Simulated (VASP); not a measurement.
Set up this calculation in VASP 6.6.1, as the native input.

- Task: single point
- Functional: LDA
- Potentials or basis: VASP PAW LDA potentials, release 64 (Te, Cd)
- Cutoff: 520 eV
- k mesh: 7 × 7 × 7
- Occupations: fermi-dirac, width 0.05 eV
- Spin: no spin polarisation
- Dipole correction: no
- Further INCAR settings: ALGO = Normal; EDIFF = 1e-06; NBANDS = 16

The structure of CdTe lies in POSCAR:

```
CdTe
1.0
    0.0000000000      2.9565429525      2.9565429525
    2.9565429525      0.0000000000      2.9565429525
    2.9565429525      2.9565429525      0.0000000000
Te Cd
1 1
Direct
    0.7500000000      0.7500000000      0.7500000000
    0.0000000000      0.0000000000      0.0000000000
```

The input as run:

INCAR

```
SYSTEM = CdTe
  ALGO = Normal
  EDIFF = 1E-6
  ENCUT = 520
  ISIF = 2
  ISMEAR = -1
  LASPH = .TRUE.
  LCHARG = .TRUE.
  LELF = .TRUE.
  LREAL = .FALSE.
  LVHAR = .TRUE.
  LWAVE = .FALSE.
  NBANDS = 16
  NELM = 100
  PREC = Accurate
  SIGMA = 0.05
```

KPOINTS

```
k-points
0
G
  7 7 7
  0 0 0
```

Potentials or basis: VASP PAW LDA potentials, release 64 (Te, Cd).

Run with:

```bash
$ cat potpaw_LDA.64/Te/POTCAR potpaw_LDA.64/Cd/POTCAR > POTCAR
$ mpirun -np 1 vasp_std > vasp.out
```

It gave:

* Pressure: 20.6 GPa
* Band gap on the k mesh: 1.42 eV, direct

Caveat: spin-orbit coupling is left out, which moves the levels of the heavy elements.

It took 17 s on 1 thread of AMD EPYC 7R43 64-Core Processor (Zen 3), on a shared host, peak memory 0.12 GiB.
